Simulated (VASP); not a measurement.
# Si3As2: relaxation of cell and atoms with PBE

The system is Si3As2.

```
Si As
1.0
     4.89803    0.00000    0.00000
    -2.44902    4.24182    0.00000
     0.00000    0.00000    5.06522
Si As
3 2
Direct
  0.79424 0.20576 0.00000
  0.79424 0.58849 0.00000
  0.41151 0.20576 0.00000
  0.00000 0.00000 0.26121
  0.00000 0.00000 0.73879
```

The cell was generated, and may not be a known phase.

| Item | Value |
| --- | --- |
| Program | VASP 6.6.1 |
| Task | relaxation of cell and atoms |
| Functional | PBE |
| Potentials or basis | VASP PAW PBE potentials, release 64 (Si, As) |
| Cutoff | 500 eV |
| k mesh | 4 × 4 × 3 |
| Occupations | gaussian, width 0.2 eV |
| Spin | no spin polarisation |
| Dipole correction | no |
| Further INCAR settings | ALGO = Normal; EDIFF = 1e-07; IBRION = 2; EDIFFG = -0.08; NSW = 36; ISIF = 3 |

```yaml
Relaxed_volume: 35.31 Å³/atom
Relaxed_cell: a = 5.237 Å, b = 5.237 Å, c = 7.434 Å, α = 90.00°, β = 90.00°, γ = 120.00°
Space_group_after_relaxing_to_0.1_Å: P-6m2 (No. 187)
Energy_gained_by_relaxing: 1662.4 meV/atom
Ionic_steps: 26
Pressure_after_relaxing: 0.0 GPa
Largest_force_after_relaxing: 0.042 eV/Å
Band_gap_on_the_k_mesh: 0.40 eV (least direct gap 1.51 eV)
```

Forces in eV/Å, atoms in the order of the input:
```
Si  -0.002  0.001  0.000
Si   0.000 -0.002  0.000
Si   0.002  0.001  0.000
As   0.000  0.000 -0.042
As   0.000  0.000  0.042
```

Stress tensor (GPa, compression positive):
```
-0.22  0.00  0.00
 0.00 -0.22  0.00
 0.00  0.00  0.34
```

The path:
| step | energy change (eV) | largest force (eV/Å) | pressure (GPa) | volume (Å³) |
| --- | --- | --- | --- | --- |
| 1 | 0.0000 | 9.2882 | 50.68 | 105.24 |
| 2 | -4.8481 | 3.4383 | -1.84 | 240.96 |
| 3 | -5.0048 | 3.3314 | -1.41 | 229.69 |
| 4 | -5.1354 | 3.2575 | -0.97 | 220.24 |
| 5 | -5.8072 | 2.3607 | 7.01 | 155.96 |
| 6 | -6.7951 | 1.7461 | -5.02 | 194.62 |
| 7 | -6.9336 | 1.4144 | -2.80 | 181.95 |
| 8 | -7.5315 | 1.1474 | -1.83 | 171.66 |
| 9 | -6.1574 | 5.5424 | 15.87 | 141.26 |
| 10 | -7.7560 | 1.1997 | -0.35 | 165.58 |
| 11 | -7.7269 | 1.3370 | 5.53 | 152.77 |
| 12 | -7.8805 | 0.6738 | 1.57 | 160.21 |
| 13 | -7.8857 | 0.7754 | 2.26 | 158.68 |
| 14 | -7.7819 | 2.9859 | 2.18 | 162.33 |
| 15 | -7.9579 | 0.8591 | 2.07 | 160.22 |
| 16 | -8.0901 | 0.7840 | -0.93 | 170.29 |
| 17 | -8.0903 | 0.7804 | -1.02 | 170.64 |
| 18 | -8.2092 | 0.3970 | -0.90 | 172.25 |
| 19 | -8.2197 | 0.4584 | -0.83 | 172.83 |
| 20 | -8.2801 | 0.3544 | 0.41 | 169.19 |
| 21 | -8.2808 | 0.3388 | 0.59 | 168.73 |
| 22 | -8.2888 | 0.4354 | -0.06 | 171.38 |
| 23 | -8.2910 | 0.3105 | 0.13 | 170.53 |
| 24 | -8.3005 | 0.2179 | 0.11 | 172.20 |
| 25 | -8.3077 | 0.1039 | 0.08 | 175.17 |
| 26 | -8.3121 | 0.0425 | -0.03 | 176.56 |

Final structure:
```xyz
5
Lattice="5.2368 0.0000 0.0000 -2.6184 4.5352 0.0000 0.0000 0.0000 7.4342" Properties=species:S:1:pos:R:3 pbc="T T T"
Si    3.8077    0.8251    0.0000
Si    2.6184    2.8850    0.0000
Si    1.4291    0.8251    0.0000
As    0.0000    0.0000    1.7896
As    0.0000    0.0000    5.6446
```

Levels at points of the mesh, in eV from the valence-band top:
```tsv
k point	band 9	band 10	band 11	band 12	band 13	band 14
(0.00, 0.00, 0.00)	-1.96	-1.96	-1.28	0.86	2.05	2.56
(0.50, 0.00, 0.00)	-0.94	-0.69	-0.05	1.72	1.97	2.38
```

Run time: 8.6 min on 1 thread of Intel Xeon 8259CL, on a shared host, peak memory 0.22 GiB.

Caveat: the volume moved by over 15 % at a fixed basis, so the end points are rough; semilocal functionals underestimate gaps, and a narrow one can read as zero; this functional lacks dispersion, which binds layers or chains, so the pressure and a relaxed spacing across them are unreliable; the relaxation stopped at a loose force limit of 0.08 eV/Å, so its end isn't a converged minimum. A k mesh can miss the band edges.
